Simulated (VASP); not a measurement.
# MgS (Fmmm) in VASP: a series of runs

Runs on MgS. Level: PBEsol. Tasks: single point.

All numbers are computed with VASP 6.6.1; they aren't measurements. Logs are shortened: lines on timing, memory, paths and dates and some standing lists are left out, and cuts for length are marked.

## Step 1: The cell of the first run

It takes space group Fmmm (No. 69, orthorhombic). The conventional cell has a = 5.008 Å, b = 5.203 Å, c = 5.398 Å, α = 90.00°, β = 90.00°, γ = 90.00°. Within 3.3 Å of Mg (site symmetry mmm) lie 6 S at 2.50 to 2.70 Å. S (site symmetry mmm) has 6 Mg at 2.50 to 2.70 Å within 3.3 Å.

## Step 2: Single point, PBEsol (strain +0.0375 x Voigt [1, -1, 0, 0, 0, 0])

INCAR

```
SYSTEM = MgS
  PREC = Accurate
  ENCUT = 520
  EDIFF = 1E-6
  ISMEAR = 0
  SIGMA = 0.05
  LREAL = .FALSE.
  LASPH = .TRUE.
  NELM = 60
  ALGO = Normal
  ISIF = 2
  LWAVE = .FALSE.
  LCHARG = .FALSE.
  GGA = PS
  NBANDS = 11
```

KPOINTS

```
Automatic mesh
0
G
  8 8 8
  0 0 0
```

POSCAR

```
MgS
1.0
    0.0000000000      2.5040881250      2.6016500000
    2.6992118750      0.0000000000      2.6016500000
    2.6992118750      2.5040881250      0.0000000000
Mg S
1 1
Direct
    0.0000000000      0.0000000000      0.0000000000
    0.5000000000      0.5000000000      0.5000000000
```

Potentials or basis: VASP PAW PBE potentials, release 64 (Mg, S).

Run with:

```
cat potpaw_PBE.64/Mg/POTCAR potpaw_PBE.64/S/POTCAR > POTCAR
mpirun -np 1 vasp_std > vasp.out
```

OUTCAR:

```text
SYSTEM = MgS
   PREC = Accurate
   ENCUT = 520
   EDIFF = 1E-6
   ISMEAR = 0
   LREAL = .FALSE.
   LASPH = .TRUE.
   NELM = 60
   ISIF = 2
   GGA = PS

 ion  position               nearest neighbor table
   1  0.000  0.000  0.000-   2 2.50   2 2.50   2 2.60   2 2.60   2 2.70   2 2.70
   2  0.500  0.500  0.500-   1 2.50   1 2.50   1 2.60   1 2.60   1 2.70   1 2.70

  LATTYP: Found a face centered orthorhombic cell.
 ALAT       =     5.0081762500
 B/A-ratio  =     1.0389610390
 C/A-ratio  =     1.0779220779

  Lattice vectors:

 A1 = (  -2.6992118750,   0.0000000000,  -2.6016500000)
 A2 = (  -2.6992118750,   2.5040881250,   0.0000000000)
 A3 = (   0.0000000000,   2.5040881250,  -2.6016500000)

Analysis of symmetry for initial positions (statically):
=====================================================================
 Subroutine PRICEL returns:
 Original cell was already a primitive cell.

 Routine SETGRP: Setting up the symmetry group for a
 face centered orthorhombic supercell.

 Subroutine GETGRP returns: Found  8 space group operations
 (whereof  8 operations were pure point group operations)
 out of a pool of  8 trial point group operations.

The static configuration has the point symmetry D_2h.

Analysis of symmetry for dynamics (positions and initial velocities):
=====================================================================
 Subroutine PRICEL returns:
 Original cell was already a primitive cell.

 Routine SETGRP: Setting up the symmetry group for a
 face centered orthorhombic supercell.

 Subroutine GETGRP returns: Found  8 space group operations
 (whereof  8 operations were pure point group operations)
 out of a pool of  8 trial point group operations.

The dynamic configuration has the point symmetry D_2h.

 Subroutine INISYM returns: Found  8 space group operations
 (whereof  8 operations are pure point group operations),
 and found     1 'primitive' translations

----------------------------------------------------------------------------------------

                                     Primitive cell

  volume of cell :      35.1694

  direct lattice vectors                    reciprocal lattice vectors
     0.000000000  2.504088125  2.601650000    -0.185239256  0.199673484  0.192185728
     2.699211875  0.000000000  2.601650000     0.185239256 -0.199673484  0.192185728
     2.699211875  2.504088125  0.000000000     0.185239256  0.199673484 -0.192185728

  length of vectors
     3.610961099  3.748910171  3.681874806     0.333344321  0.333344321  0.333344321

  position of ions in fractional coordinates (direct lattice)
     0.000000000  0.000000000  0.000000000
     0.500000000  0.500000000  0.500000000

  ion indices of the primitive-cell ions
   primitive index   ion index
                 1           1
                 2           2

----------------------------------------------------------------------------------------

 KPOINTS: Automatic mesh

Automatic generation of k-mesh.
 Grid dimensions read from file:
 generate k-points for:    8    8    8

 Generating k-lattice:

  Cartesian coordinates                     Fractional coordinates (reciprocal lattice)
    -0.023154907  0.024959185  0.024023216     0.125000000  0.000000000  0.000000000
     0.023154907 -0.024959185  0.024023216     0.000000000  0.125000000  0.000000000
     0.023154907  0.024959185 -0.024023216     0.000000000  0.000000000  0.125000000

  Length of vectors
     0.041668040  0.041668040  0.041668040

  Shift w.r.t. Gamma in fractional coordinates (k-lattice)
     0.000000000  0.000000000  0.000000000

 Subroutine IBZKPT returns following result:
 ===========================================

 Found     95 irreducible k-points:

 Following reciprocal coordinates:
            Coordinates               Weight
  0.000000  0.000000  0.000000      1.000000
  0.125000  0.000000 -0.000000      8.000000
  0.250000  0.000000 -0.000000      8.000000
  0.375000  0.000000 -0.000000      8.000000
  0.500000  0.000000 -0.000000      4.000000
  0.125000  0.125000  0.000000      2.000000
[... 16 lines left out ...]
  0.250000  0.000000  0.125000      8.000000
  0.375000  0.000000  0.125000      8.000000
 [... further k-points ...]
   k-points           NKPTS =     95   k-points in BZ     NKDIM =     95   number of bands    NBANDS=     11
   number of dos      NEDOS =    301   number of ions     NIONS =      2
   total plane-waves  NPLWV =  21952
   dimension x,y,z NGX =    28 NGY =   28 NGZ =   28
   dimension x,y,z NGXF=    56 NGYF=   56 NGZF=   56
   ions per type =               1   1
   NGX,Y,Z   is equivalent  to a cutoff of  12.89, 12.42, 12.64 a.u.
   NGXF,Y,Z  is equivalent  to a cutoff of  25.78, 24.83, 25.29 a.u.
 SYSTEM =  MgS
   PREC   = accura    normal or accurate (medium, high low for compatibility)
   ISTART =      0    job   : 0-new  1-cont  2-samecut
   ICHARG =      2    charge: 1-file 2-atom 10-const
   ISPIN  =      1    spin polarized calculation?
   LNONCOLLINEAR =      F non collinear calculations
   LSORBIT =      F    spin-orbit coupling
   LASPH  =      T    aspherical Exc in radial PAW
   ENCUT  =  520.0 eV  38.22 Ry    6.18 a.u.   6.71  6.97  6.85*2*pi/ulx,y,z
   NELM   =     60;   NELMIN=  2; NELMDL= -5     # of ELM steps
   EDIFF  = 0.1E-05   stopping-criterion for ELM
   LREAL  =      F    real-space projection
   EDIFFG = 0.1E-04   stopping-criterion for IOM
   NSW    =      0    number of steps for IOM
   IBRION =     -1    ionic relax: 0-MD 1-quasi-New 2-CG
   NFREE  =      0    steps in history (QN), initial steepest desc. (CG)
   ISIF   =      2    stress and relaxation
   ISYM   =      2    0-nonsym 1-usesym 2-fastsym
   POTIM  = 0.5000    time-step for ionic-motion
   TEBEG  =    0.0;   TEEND  =   0.0 temperature during run
   PSTRESS=    0.0 pullay stress
   NELECT =       8.0000    total number of electrons
   NUPDOWN=      -1.0000    fix difference up-down
   EMIN   =  10.00;   EMAX   =-10.00  energy-range for DOS
   EFERMI =   0.00;   METHOD = LEGACY
   ISMEAR =     0;   SIGMA  =   0.05  broadening in eV -4-tet -1-fermi 0-gaus
   EFERMI_NEDOS =   21; number of points for ismear=-14 and -15
   IALGO  =     38    algorithm
   IMIX   =      4    mixing-type and parameters
     AMIX     =   0.40;   BMIX     =  1.00
     AMIX_MAG =   1.60;   BMIX_MAG =  1.00
  volume/ion in A,a.u.               =      17.58       118.67
  Fermi-wavevector in a.u.,A,eV,Ry     =   0.999347  1.888492 13.588064  0.998695
  Thomas-Fermi vector in A             =   2.131631
   LORBIT       =      0    0 simple, 1 ext, 2 COOP (PROOUT), +10 PAW based schemes
   GGA     = PS    functional components
   LHFCALC =     F    Hartree Fock is set to
   AEXX    =    0.0000 exact exchange contribution
   IVDW    =     0    specifies the selected vdW correction
   LEPSILON=     F    determine dielectric tensor
   LRPA    =     F    only Hartree local field effects (RPA)
 non-spin polarized calculation
 Gauss-broadening in eV      SIGMA  =   0.05
  energy-cutoff  :      520.00
  volume of cell :       35.17
 maximum number of plane-waves:       964
   NGX = 13   NGY = 13   NGZ = 13

 number of electron       7.9999999 magnetization

 Free energy of the ion-electron system (eV)
  ---------------------------------------------------
  ext. energy  EPLUGINS =         0.00000000
  ---------------------------------------------------
  free energy    TOTEN  =        -9.04088932 eV

  energy without entropy =       -9.04088932  energy(sigma->0) =       -9.04088932

 E-fermi :   4.0949     XC(G=0):  -9.8366

 val. band max:        3.8223408740   @ k =   0.0000   0.0000   0.0000
 cond. band min:       6.2442270732   @ k =   0.5000   0.0000   0.5000
 fundamental gap:      2.4218861993
 Fermi energy:         4.0948799271

 k-point     1 :       0.0000    0.0000    0.0000
  band No.  band energies     occupation
      1      -9.0168      2.00000
      2       3.5018      2.00000
      3       3.7011      2.00000
      4       3.8223      2.00000
      5       7.2845      0.00000
      6      11.1765      0.00000
      7      11.5620      0.00000
      8      11.9531      0.00000
      9      13.5298      0.00000
     10      14.4280      0.00000
     11      15.7901      0.00000

 k-point     2 :       0.1250    0.0000   -0.0000
  band No.  band energies     occupation
      1      -8.8635      2.00000
      2       2.5849      2.00000
      3       3.5257      2.00000
      4       3.6370      2.00000
      5       8.0919      0.00000
      6      11.1760      0.00000
      7      11.5522      0.00000
      8      12.0712      0.00000
      9      13.0249      0.00000
     10      13.6726      0.00000
     11      16.1812      0.00000

 k-point     3 :       0.2500    0.0000   -0.0000
  band No.  band energies     occupation
      1      -8.4482      2.00000
      2       0.8178      2.00000
      3       3.3338      2.00000
      4       3.3622      2.00000
      5       8.5028      0.00000
      6      11.0464      0.00000
      7      11.7616      0.00000
      8      11.9666      0.00000
      9      13.8830      0.00000
     10      13.9566      0.00000
     11      15.5579      0.00000

 k-point     4 :       0.3750    0.0000   -0.0000
  band No.  band energies     occupation
      1      -7.9395      2.00000
      2      -0.6392      2.00000
      3       3.0760      2.00000
      4       3.2194      2.00000
      5       8.1877      0.00000
      6      10.4402      0.00000
      7      11.1714      0.00000
      8      13.4019      0.00000
      9      15.1178      0.00000
     10      15.8288      0.00000
     11      16.0427      0.00000

 k-point     5 :       0.5000    0.0000   -0.0000
  band No.  band energies     occupation
      1      -7.6859      2.00000
      2      -1.2252      2.00000
      3       2.9779      2.00000
      4       3.1652      2.00000
      5       8.0319      0.00000
      6      10.2192      0.00000
      7      10.9296      0.00000
      8      13.7845      0.00000
      9      15.6533      0.00000
     10      17.7733      0.00000
     11      18.3841      0.00000
[... 211 lines left out ...]
 k-point    21 :       0.5000    0.5000    0.0000
  band No.  band energies     occupation
      1      -7.3042      2.00000
      2      -0.5941      2.00000
      3       1.6600      2.00000
      4       2.3047      2.00000
      5       6.4186      0.00000
      6       7.9586      0.00000
      7      15.5335      0.00000
      8      15.9637      0.00000
      9      16.3693      0.00000
     10      18.0276      0.00000
     11      18.6574      0.00000

 k-point    22 :       0.1250    0.0000    0.1250
  band No.  band energies     occupation
      1      -8.7942      2.00000
      2       2.4868      2.00000
      3       3.2830      2.00000
      4       3.4617      2.00000
      5       8.4507      0.00000
      6      10.7530      0.00000
      7      11.9614      0.00000
      8      12.1008      0.00000
      9      12.6965      0.00000
     10      13.8956      0.00000
     11      16.5613      0.00000

 k-point    23 :       0.2500    0.0000    0.1250
  band No.  band energies     occupation
      1      -8.4518      2.00000
      2       1.1960      2.00000
      3       2.9990      2.00000
      4       3.1541      2.00000
      5       9.0617      0.00000
      6      10.4121      0.00000
      7      11.4859      0.00000
      8      12.0802      0.00000
      9      13.3081      0.00000
     10      14.6054      0.00000
     11      16.8360      0.00000

 k-point    24 :       0.3750    0.0000    0.1250
  band No.  band energies     occupation
      1      -7.9640      2.00000
      2      -0.2198      2.00000
      3       2.7900      2.00000
      4       2.8235      2.00000
      5       8.7462      0.00000
      6      10.5920      0.00000
      7      11.3697      0.00000
      8      11.7972      0.00000
      9      14.8938      0.00000
     10      16.6221      0.00000
     11      16.7868      0.00000

 [... further k-points ...]

------------------------ aborting loop because EDIFF is reached ----------------------------------------

  FORCE on cell =-STRESS in cart. coord.  units (eV):
  Direction    XX          YY          ZZ          XY          YZ          ZX
  --------------------------------------------------------------------------------------
  -------------------------------------------------------------------------------------
  Total       -0.9060334      0.8567467     -0.1869964      0.0000000      0.0000000      0.0000000
  in kB      -41.2752152     39.0299137     -8.5187971      0.0000000      0.0000000      0.0000000
  external PRESSURE =      -3.5880329 kB  Pullay stress =       0.0000000 kB

 VOLUME and BASIS-vectors are now :
 -----------------------------------------------------------------------------
  energy-cutoff  :      520.00
  volume of cell :       35.17
      direct lattice vectors                 reciprocal lattice vectors
     0.000000000  2.504088125  2.601650000    -0.185239256  0.199673484  0.192185728
     2.699211875  0.000000000  2.601650000     0.185239256 -0.199673484  0.192185728
     2.699211875  2.504088125  0.000000000     0.185239256  0.199673484 -0.192185728

 POSITION                                       TOTAL-FORCE (eV/Angst)
 -----------------------------------------------------------------------------------
      0.00000      0.00000      0.00000        -0.000000      0.000000      0.000000
      2.69921      2.50409      2.60165         0.000000     -0.000000      0.000000
 -----------------------------------------------------------------------------------
    total drift:                                0.000000      0.000000      0.000000

  FREE ENERGIE OF THE ION-ELECTRON SYSTEM (eV)
  ---------------------------------------------------
  free  energy   TOTEN  =        -9.0408893201 eV

  energy  without entropy=       -9.0408893201  energy(sigma->0) =       -9.04088932
```

Wall time 35 s (1 thread of Intel Xeon Platinum 8259CL at 2.50GHz (Skylake/Cascade Lake), shared host); peak memory 0.18 GiB.

What came out:

| Property | Result |
| --- | --- |
| Free energy | -9.0409 eV |
| Pressure | -0.4 GPa |
| Band gap on the k mesh | 2.42 eV, indirect (least direct gap 3.46 eV) |

Levels at points of the mesh, in eV from the valence-band top:
| k point | band 2 | band 3 | band 4 | band 5 | band 6 | band 7 |
| --- | --- | --- | --- | --- | --- | --- |
| (0.00, 0.00, 0.00) | -0.32 | -0.12 | 0.00 | 3.46 | 7.35 | 7.74 |
| (0.50, 0.00, 0.00) | -5.05 | -0.84 | -0.66 | 4.21 | 6.40 | 7.11 |
| (0.50, 0.50, 0.00) | -4.42 | -2.16 | -1.52 | 2.60 | 4.14 | 11.71 |
| (0.50, 0.00, 0.50) | -4.36 | -2.18 | -1.86 | 2.42 | 3.97 | 12.10 |
| (0.00, 0.50, 0.50) | -4.45 | -1.84 | -1.52 | 2.81 | 4.24 | 11.35 |

Caveat: the cell differs from its parent crystal (strain +0.0375 x Voigt [1, -1, 0, 0, 0, 0]); the PAW data sets were made with another functional, which shifts forces and pressure a little.

## Step 3: Single point, PBEsol (strain +0.0562 x Voigt [1, -1, 0, 0, 0, 0])

INCAR

```
PREC = Accurate
ENCUT = 520
EDIFF = 1E-6
ISMEAR = 0
SIGMA = 0.05
LREAL = False
LASPH = True
NELM = 80
ALGO = Normal
ISIF = 2
LWAVE = False
LCHARG = False
GGA = PS
NBANDS = 11
```

KPOINTS

```
Automatic mesh
0
Gamma
  8 8 8
```

POSCAR

```
MgS
1.0
    0.0000000000      2.4554372700      2.6016500000
    2.7478627300      0.0000000000      2.6016500000
    2.7478627300      2.4554372700      0.0000000000
Mg S
1 1
Direct
    0.0000000000      0.0000000000      0.0000000000
    0.5000000000      0.5000000000      0.5000000000
```

Potentials or basis: VASP PAW PBE potentials, release 64 (Mg, S).

Run with:

```
cat potpaw_PBE.64/Mg/POTCAR potpaw_PBE.64/S/POTCAR > POTCAR
mpirun -np 1 vasp_std > vasp.out
```

It took 36 s on 1 thread of Intel Xeon Platinum 8259CL at 2.50GHz (Skylake/Cascade Lake), shared host; peak memory 0.18 GiB.

It converged, with:

- Free energy: -8.9986 eV
- Pressure: 0.6 GPa
- Band gap on the k mesh: 2.35 eV, indirect (least direct gap 3.43 eV)

Stress tensor (GPa, compression positive):
```
-5.04  0.00  0.00
 0.00  7.46  0.00
 0.00  0.00 -0.48
```

Levels at points of the mesh, in eV from the valence-band top:
```
           k point  band 1  band 2  band 3  band 4  band 5  band 6  band 7  band 8  band 9
(0.00, 0.00, 0.00)  -12.91   -0.47   -0.15    0.00    3.43    7.15    7.72    8.31    9.43
(0.50, 0.00, 0.00)  -11.57   -5.11   -0.95   -0.67    4.10    6.24    7.33    9.95   11.79
(0.50, 0.50, 0.00)  -11.18   -4.48   -2.36   -1.40    2.59    4.13   11.64   11.65   12.35
(0.50, 0.00, 0.50)  -11.00   -4.38   -2.39   -1.91    2.35    3.86   12.07   12.23   12.77
(0.00, 0.50, 0.50)  -11.42   -4.52   -1.89   -1.40    2.93    4.27   11.12   12.47   12.73
```

Caveat: the cell differs from its parent crystal (strain +0.0562 x Voigt [1, -1, 0, 0, 0, 0]); the PAW data sets were made with another functional, which shifts forces and pressure a little. A k mesh can miss the band edges.
